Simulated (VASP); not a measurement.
MgZn5N4, 20 atoms in the cell. Symmetry: Pmmn, No. 59, orthorhombic system. The conventional cell has a = 6.652 Å, b = 7.372 Å, c = 4.965 Å, α = 90.00°, β = 90.00°, γ = 90.00°. Within 2.7 Å of Mg (site symmetry mm2) lie 4 N at 2.03 to 2.15 Å. Zn (site symmetry 1) has 4 N at 1.97 to 2.57 Å and 4 Zn at 2.65 to 2.87 Å and 1 Mg at 2.87 Å within 2.9 Å. Within 2.7 Å of Zn (site symmetry mm2) lie 4 N at 2.01 to 2.19 Å. N (site symmetry m) has 5 Zn at 1.97 to 2.57 Å and 1 Mg at 2.03 Å within 2.6 Å. Within 2.8 Å of N (site symmetry m) lie 5 Zn at 2.12 to 2.19 Å and 1 Mg at 2.15 Å. 

```yaml
Program: VASP 6.6.1
Task: electric field gradients
Functional: PBE
Potentials_or_basis: VASP PAW PBE potentials, release 64 (Mg, Zn, N)
Cutoff: 520 eV
k_mesh: 5 × 5 × 7
Occupations: fermi-dirac, width 0.05 eV
Spin: no spin polarisation
Dipole_correction: no
Further_INCAR_settings: LREAL = Auto; ALGO = Normal; EDIFF = 1e-08; NBANDS = 98
```

Potentials or basis: VASP PAW PBE potentials, release 64 (Mg, Zn, N).

The run is started by

```bash
$ cat potpaw_PBE.64/Mg/POTCAR potpaw_PBE.64/Zn/POTCAR potpaw_PBE.64/N/POTCAR > POTCAR
$ mpirun -np 4 vasp_std > vasp.out
```

Hardware: 4 MPI ranks on AMD EPYC 7R13 Processor (Zen 3), on a shared host.

Estimate the wall time of this run.

It took 13 min on 4 MPI ranks on AMD EPYC 7R13 Processor (Zen 3), on a shared host, peak memory 0.67 GiB a rank. Counts: scf iterations 23, k points 36.
